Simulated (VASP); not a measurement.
# Pt (Fm-3m) in VASP: notebook

Pt is run at these levels: LDA, PBE; tasks: single point.

Everything below comes from runs of VASP 6.6.1. Logs are shortened: lines on timing, memory, paths and dates and some standing lists are left out, and cuts for length are marked.

## Step 1: The cell of the first run

It takes space group Fm-3m (No. 225, cubic). Conventional cell: a = 3.920 Å, b = 3.920 Å, c = 3.920 Å, α = 90.00°, β = 90.00°, γ = 90.00°. Within 3.7 Å of Pt (site symmetry m-3m) lie 12 Pt at 2.77 Å.

## Step 2: Single point, LDA

The input, INCAR:

```
SYSTEM = Pt
  PREC = Accurate
  ENCUT = 500
  EDIFF = 1E-6
  ISMEAR = -1
  SIGMA = 0.05
  LREAL = .False.
  LASPH = .True.
  NELM = 120
  ALGO = Normal
  ISIF = 2
  LWAVE = .False.
  LCHARG = .False.
  NBANDS = 11
  GGA_COMPAT = .False.
```

The input, KPOINTS:

```
Automatic mesh
0
Gamma
  13 13 13
  0 0 0
```

The input, POSCAR:

```
Pt
1.0
    0.0000000000      1.9600000000      1.9600000000
    1.9600000000      0.0000000000      1.9600000000
    1.9600000000      1.9600000000      0.0000000000
Pt
1
Direct
    0.0000000000      0.0000000000      0.0000000000
```

Potentials or basis: VASP PAW LDA potentials, release 64 (Pt).

On the command line:

```console
> cat potpaw_LDA.64/Pt/POTCAR > POTCAR
> mpirun -np 1 vasp_std > vasp.out
```

OUTCAR:

```text
SYSTEM = Pt
   PREC = Accurate
   ENCUT = 500
   EDIFF = 1E-6
   ISMEAR = -1
   LREAL = .False.
   LASPH = .True.
   NELM = 120
   ISIF = 2

 ion  position               nearest neighbor table
   1  0.000  0.000  0.000-

  LATTYP: Found a face centered cubic cell.
 ALAT       =     3.9200000000

  Lattice vectors:

 A1 = (   0.0000000000,   1.9600000000,   1.9600000000)
 A2 = (   1.9600000000,   0.0000000000,   1.9600000000)
 A3 = (   1.9600000000,   1.9600000000,   0.0000000000)

Analysis of symmetry for initial positions (statically):
=====================================================================
 Subroutine PRICEL returns:
 Original cell was already a primitive cell.

 Routine SETGRP: Setting up the symmetry group for a
 face centered cubic supercell.

 Subroutine GETGRP returns: Found 48 space group operations
 (whereof 48 operations were pure point group operations)
 out of a pool of 48 trial point group operations.

The static configuration has the point symmetry O_h .

Analysis of symmetry for dynamics (positions and initial velocities):
=====================================================================
 Subroutine PRICEL returns:
 Original cell was already a primitive cell.

 Routine SETGRP: Setting up the symmetry group for a
 face centered cubic supercell.

 Subroutine GETGRP returns: Found 48 space group operations
 (whereof 48 operations were pure point group operations)
 out of a pool of 48 trial point group operations.

The dynamic configuration has the point symmetry O_h .

 Subroutine INISYM returns: Found 48 space group operations
 (whereof 48 operations are pure point group operations),
 and found     1 'primitive' translations

----------------------------------------------------------------------------------------

                                     Primitive cell

  volume of cell :      15.0591

  direct lattice vectors                    reciprocal lattice vectors
     0.000000000  1.960000000  1.960000000    -0.255102041  0.255102041  0.255102041
     1.960000000  0.000000000  1.960000000     0.255102041 -0.255102041  0.255102041
     1.960000000  1.960000000  0.000000000     0.255102041  0.255102041 -0.255102041

  length of vectors
     2.771858582  2.771858582  2.771858582     0.441849696  0.441849696  0.441849696

  position of ions in fractional coordinates (direct lattice)
     0.000000000  0.000000000  0.000000000

  ion indices of the primitive-cell ions
   primitive index   ion index
                 1           1

----------------------------------------------------------------------------------------
[... 79 lines left out ...]
   TEBEG  =    0.0;   TEEND  =   0.0 temperature during run
   PSTRESS=    0.0 pullay stress
   NELECT =      10.0000    total number of electrons
   NUPDOWN=      -1.0000    fix difference up-down
   EMIN   =  10.00;   EMAX   =-10.00  energy-range for DOS
   EFERMI =   0.00;   METHOD = LEGACY
   ISMEAR =    -1;   SIGMA  =   0.05  broadening in eV -4-tet -1-fermi 0-gaus
   EFERMI_NEDOS =   21; number of points for ismear=-14 and -15
   IALGO  =     38    algorithm
   IMIX   =      4    mixing-type and parameters
     AMIX     =   0.40;   BMIX     =  1.00
     AMIX_MAG =   1.60;   BMIX_MAG =  1.00
  volume/ion in A,a.u.               =      15.06       101.62
  Fermi-wavevector in a.u.,A,eV,Ry     =   1.428265  2.699029 27.755077  2.039941
  Thomas-Fermi vector in A             =   2.548345
   LORBIT       =      0    0 simple, 1 ext, 2 COOP (PROOUT), +10 PAW based schemes
   GGA     = CA    functional components
   LHFCALC =     F    Hartree Fock is set to
   AEXX    =    0.0000 exact exchange contribution
   IVDW    =     0    specifies the selected vdW correction
   LEPSILON=     F    determine dielectric tensor
   LRPA    =     F    only Hartree local field effects (RPA)
 non-spin polarized calculation
  energy-cutoff  :      500.00
  volume of cell :       15.06
 maximum number of plane-waves:       388
   NGX = 11   NGY = 11   NGZ = 11

 number of electron      10.0000001 magnetization

 Free energy of the ion-electron system (eV)
  ---------------------------------------------------
  ext. energy  EPLUGINS =         0.00000000
  ---------------------------------------------------
  free energy    TOTEN  =        -7.50146061 eV

  energy without entropy =       -7.48340253  energy(sigma->0) =       -7.49243157

 E-fermi :  11.1559     XC(G=0): -13.6973

 val. band max:       11.1453374152   @ k =   0.4615   0.0000   0.0000
 cond. band min:      11.1562408971   @ k =   0.4615   0.4615   0.0000
 fundamental gap:      0.0109034818
 Fermi energy:        11.1558700383

 k-point     1 :       0.0000    0.0000    0.0000
  band No.  band energies     occupation
      1       0.9056      2.00000
      2       7.3323      2.00000
      3       7.3323      2.00000
      4       7.3323      2.00000
      5       9.5287      2.00000
      6       9.5287      2.00000
      7      25.7877      0.00000
      8      30.7160      0.00000
      9      30.7160      0.00000
     10      30.7160      0.00000
     11      36.1765      0.00000
[... 309 lines left out ...]
 k-point    24 :       0.4615    0.1538    0.0000
  band No.  band energies     occupation
      1       4.4441      2.00000
      2       6.8195      2.00000
      3       7.7159      2.00000
      4       8.0233      2.00000
      5      11.2592      0.22495
      6      12.6295      0.00000
      7      18.7351      0.00000
      8      26.6162      0.00000
      9      28.6413      0.00000
     10      29.6685      0.00000
     11      38.1513      0.00000

 [... further k-points ...]

------------------------ aborting loop because EDIFF is reached ----------------------------------------

  FORCE on cell =-STRESS in cart. coord.  units (eV):
  Direction    XX          YY          ZZ          XY          YZ          ZX
  --------------------------------------------------------------------------------------
  -------------------------------------------------------------------------------------
  Total       -0.4855014     -0.4855014     -0.4855014      0.0000000      0.0000000     -0.0000000
  in kB      -51.6538697    -51.6538697    -51.6538697      0.0000000      0.0000000     -0.0000000
  external PRESSURE =     -51.6538697 kB  Pullay stress =       0.0000000 kB

 VOLUME and BASIS-vectors are now :
 -----------------------------------------------------------------------------
  energy-cutoff  :      500.00
  volume of cell :       15.06
      direct lattice vectors                 reciprocal lattice vectors
     0.000000000  1.960000000  1.960000000    -0.255102041  0.255102041  0.255102041
     1.960000000  0.000000000  1.960000000     0.255102041 -0.255102041  0.255102041
     1.960000000  1.960000000  0.000000000     0.255102041  0.255102041 -0.255102041

 POSITION                                       TOTAL-FORCE (eV/Angst)
 -----------------------------------------------------------------------------------
      0.00000      0.00000      0.00000         0.000000      0.000000     -0.000000
 -----------------------------------------------------------------------------------
    total drift:                                0.000000      0.000000      0.000000

  FREE ENERGIE OF THE ION-ELECTRON SYSTEM (eV)
  ---------------------------------------------------
  free  energy   TOTEN  =        -7.5014606075 eV

  energy  without entropy=       -7.4834025263  energy(sigma->0) =       -7.49243157
```

OSZICAR:

```text
N       E                     dE             d eps       ncg     rms          rms(c)
DAV:   1     0.380735462846E+02    0.38074E+02   -0.52664E+03  1880   0.818E+02
DAV:   2    -0.737138239746E+01   -0.45445E+02   -0.43827E+02  2153   0.175E+02
DAV:   3    -0.794320588709E+01   -0.57182E+00   -0.56873E+00  2148   0.189E+01
DAV:   4    -0.794541836946E+01   -0.22125E-02   -0.22123E-02  2133   0.139E+00
DAV:   5    -0.794543541443E+01   -0.17045E-04   -0.17044E-04  2162   0.113E-01    0.133E+01
DAV:   6    -0.754991793036E+01    0.39552E+00   -0.91971E-01  2010   0.754E+00    0.681E+00
DAV:   7    -0.750612911655E+01    0.43789E-01   -0.14493E-01  2127   0.288E+00    0.258E+00
DAV:   8    -0.750168338155E+01    0.44457E-02   -0.61155E-03  2010   0.741E-01    0.609E-01
DAV:   9    -0.750145706138E+01    0.22632E-03   -0.18360E-04  2073   0.127E-01    0.147E-02
DAV:  10    -0.750146051638E+01   -0.34550E-05   -0.30180E-06  2200   0.120E-02    0.267E-03
DAV:  11    -0.750146060751E+01   -0.91133E-07   -0.57989E-08  1152   0.222E-03
   1 F= -.75014606E+01 E0= -.74924316E+01  d E =-.180581E-01
```

stdout:

```text
POSCAR found type information on POSCAR Pt
 POSCAR found :  1 types and       1 ions
 scaLAPACK will be used
 LDA part: xc-table for (Slater(with rela. corr.)+CA(PZ))
 , standard interpolation
 POSCAR, INCAR and KPOINTS ok, starting setup
 FFT: planning ... GRIDC
 FFT: planning ... GRID_SOFT
 FFT: planning ... GRID
 WAVECAR not read
 entering main loop
```

Wall time 15 s (1 thread of Intel Xeon 8259CL, shared host); peak memory 0.13 GiB.

Results:

| Quantity | Value |
| --- | --- |
| Free energy | -7.5015 eV |
| Pressure | -5.2 GPa |
| Band gap on the k mesh | zero (band 5 reaches 11.58 eV, above the bottom of band 6 at 9.42 eV) |

Caveat: spin-orbit coupling is left out, which moves the levels of the heavy elements.

## Step 3: Single point, PBE

The input, INCAR:

```
ALGO = Normal
EDIFF = 1E-6
ENCUT = 500
GGA = PE
GGA_COMPAT = False
ISIF = 2
ISMEAR = -1
LASPH = True
LCHARG = False
LREAL = False
LWAVE = False
NBANDS = 11
NELM = 120
PREC = Accurate
SIGMA = 0.05
```

The input, KPOINTS:

```
k-points
0
Gamma
  13 13 13
```

POSCAR is that of step 2.

Potentials or basis: VASP PAW PBE potentials, release 64 (Pt).

On the command line:

```console
> cat potpaw_PBE.64/Pt/POTCAR > POTCAR
> mpirun -np 1 vasp_std > vasp.out
```

It took 15 s on 1 thread of Intel Xeon 8259CL, shared host; peak memory 0.13 GiB.

It converged, with:

- Free energy: -6.0813 eV
- Pressure: 9.9 GPa
- Band gap on the k mesh: zero (band 5 reaches 11.71 eV, above the bottom of band 6 at 9.54 eV)

Levels at points of the mesh, in eV from the Fermi level:
| k point | band 1 | band 2 | band 3 | band 4 | band 5 | band 6 | band 7 | band 8 | band 9 | band 10 |
| --- | --- | --- | --- | --- | --- | --- | --- | --- | --- | --- |
| (0.00, 0.00, 0.00) | -10.22 | -3.79 | -3.79 | -3.79 | -1.63 | -1.63 | 14.65 | 19.62 | 19.62 | 19.62 |

Caveat: spin-orbit coupling is left out, which moves the levels of the heavy elements.
